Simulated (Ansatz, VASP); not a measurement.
**One calculation of LaNiF6, two programs**

The input POSCAR:

```
LaNiF6
1.0
    3.5732410000      2.0630140000      2.2414030000
   -3.5732410000      2.0630140000      2.2414030000
    0.0000000000     -4.1260270000      2.2414030000
La Ni F
1 1 6
Direct
    0.5000000000      0.5000000000      0.5000000000
    0.0000000000      0.0000000000      0.0000000000
    0.2760000000      0.9160000000      0.2760000000
    0.2760000000      0.2760000000      0.9160000000
    0.9160000000      0.2760000000      0.2760000000
    0.7240000000      0.0840000000      0.7240000000
    0.0840000000      0.7240000000      0.7240000000
    0.7240000000      0.7240000000      0.0840000000
```

The input INCAR.step1:

```
ALGO     = Normal         # electronic algorithm
EDIFF    = 1E-4           # SCF threshold, eV
ENCUT    = 520            # plane-wave cutoff, eV
GGA      = PE             # functional
ISMEAR   = -1             # smearing method
LASPH    = True           # aspherical terms in the spheres
LCHARG   = False          # write CHGCAR
LREAL    = False          # projectors in reciprocal space
LWAVE    = True           # write WAVECAR
NBANDS   = 42             # bands
NELM     = 60             # most SCF steps
PREC     = Accurate       # precision mode
SIGMA    = 0.025          # smearing width, eV
```

The input INCAR.step2:

```
ALGO     = Normal         # electronic algorithm
EDIFF    = 1E-7           # SCF threshold, eV
ENCUT    = 520            # plane-wave cutoff, eV
ISIF     = 2              # what is computed and relaxed
ISMEAR   = -1             # smearing method
ISTART   = 1            
LASPH    = True           # aspherical terms in the spheres
LCHARG   = True           # write CHGCAR
LELF     = True           # ELF
LMIXTAU  = True         
LREAL    = False          # projectors in reciprocal space
LVHAR    = True         
LWAVE    = False          # write WAVECAR
METAGGA  = R2SCAN         # meta-GGA
NBANDS   = 42             # bands
NELM     = 60             # most SCF steps
PREC     = Accurate       # precision mode
SIGMA    = 0.025          # smearing width, eV
```

File KPOINTS:

```
k-points
0
Gamma
  4 4 4
```

Input for Ansatz:

```yaml
crystal:
  lattice:
    - [3.573241, 2.063014, 2.241403]
    - [-3.573241, 2.063014, 2.241403]
    - [0.0, -4.126027, 2.241403]
  atoms:
    - { symbol: La, position: [0.5, 0.5, 0.5] }
    - { symbol: Ni, position: [0.0, 0.0, 0.0] }
    - { symbol: F, position: [0.276, 0.916, 0.276] }
    - { symbol: F, position: [0.276, 0.276, 0.916] }
    - { symbol: F, position: [0.916, 0.276, 0.276] }
    - { symbol: F, position: [0.724, 0.084, 0.724] }
    - { symbol: F, position: [0.084, 0.724, 0.724] }
    - { symbol: F, position: [0.724, 0.724, 0.084] }
  symmetry: { tolerance: 0.0003 }
kpoints:
  mp_grid: { grid: [4, 4, 4], shift: [0, 0, 0] }
magnetization:
  spin_polarized: false
scf:
  occupations: { method: fermi_dirac, width: 0.025 }
hamiltonian:
  pseudopotentials: { kind: paw }
  xc: r2scan
basis:
  ecutwfc: 500
  ecutrho_ratio: 9
output:
  forces: true
  stress: true
  eigenvalues: true
```

Alike in both runs: task single point; functional r2SCAN; k mesh 4 × 4 × 4; occupations fermi-dirac, width 0.025 eV; no spin polarisation.

|  | VASP | Ansatz |
| --- | --- | --- |
| version | VASP 6.6.1 | Ansatz 0.2.0 |
| potentials or method | VASP PAW PBE potentials, release 64 (La, Ni, F), cutoff 520 eV | PAW plane waves |
| valence electrons in the cell | 63 | 71 |

```csv
,VASP,Ansatz,Ansatz less VASP
gap on the k mesh at the Fermi level (eV),none,none,-
pressure (GPa),-2.4,-2.4,0.00
"traceless stress, the component that is largest in VASP (GPa)",2.41,2.35,-0.051
rms of the force components (eV/Å),0.619,0.575,-0.0434
```

VASP's potentials were made for PBE, not for r2SCAN. Atom by atom the forces differ by 0.049 eV/Å (rms over components). A gap of «none» marks a metal or a gap that the smearing closes. VASP's potentials hold 63 valence electrons a cell and Ansatz's 71, so a difference there can come from the potentials and not from the codes. Ansatz's warnings: structure snapped to symmetry.

Neither program's run includes spin-orbit coupling.
